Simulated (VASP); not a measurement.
# RuS2: single point with PBE

Crystal: RuS2.

```
Ru S
1.0
     5.53477    0.00000    0.00000
     0.00000    5.53477    0.00000
     0.00000    0.00000    5.53477
Ru S
4 8
Direct
  0.00000 0.50000 0.50000
  0.50000 0.50000 0.00000
  0.50000 0.00000 0.50000
  0.00000 0.00000 0.00000
  0.38831 0.11169 0.88831
  0.11169 0.88831 0.38831
  0.88831 0.38831 0.11169
  0.61169 0.61169 0.61169
  0.61169 0.88831 0.11169
  0.88831 0.11169 0.61169
  0.11169 0.61169 0.88831
  0.38831 0.38831 0.38831
```

| Item | Value |
| --- | --- |
| Program | VASP 6.6.1 |
| Task | single point |
| Functional | PBE |
| Potentials or basis | VASP PAW PBE potentials, release 64 (Ru_pv, S) |
| Cutoff | 520 eV |
| k mesh | 5 × 5 × 5 |
| Occupations | fermi-dirac, width 0.05 eV |
| Spin | no spin polarisation |
| Dipole correction | no |
| Further INCAR settings | ALGO = Normal; EDIFF = 1e-06; NBANDS = 64 |

| Quantity | Value |
| --- | --- |
| Pressure | 11.9 GPa |
| Largest force | 0.219 eV/Å |
| Band gap on the k mesh | 0.73 eV (least direct gap 0.97 eV) |

Forces in eV/Å, atoms in the order of the input:
```
Ru   0.000  0.000  0.000
Ru   0.000  0.000  0.000
Ru   0.000  0.000  0.000
Ru   0.000  0.000  0.000
S   -0.126  0.126 -0.126
S    0.126 -0.126 -0.126
S   -0.126 -0.126  0.126
S    0.126  0.126  0.126
S    0.126 -0.126  0.126
S   -0.126  0.126  0.126
S    0.126  0.126 -0.126
S   -0.126 -0.126 -0.126
```

Levels at points of the mesh, in eV from the valence-band top:
| k point | band 50 | band 51 | band 52 | band 53 | band 54 | band 55 |
| --- | --- | --- | --- | --- | --- | --- |
| (0.00, 0.00, 0.00) | -0.57 | -0.57 | -0.24 | 0.73 | 2.85 | 2.85 |

Wall time 62 s on 1 thread of AMD EPYC 9R45 96-Core Processor (Zen 5) (shared host), peak memory 0.26 GiB.

Caveat: the cell stands under pressure; an odd mesh through Γ misses points on the zone boundary, where band edges can lie.
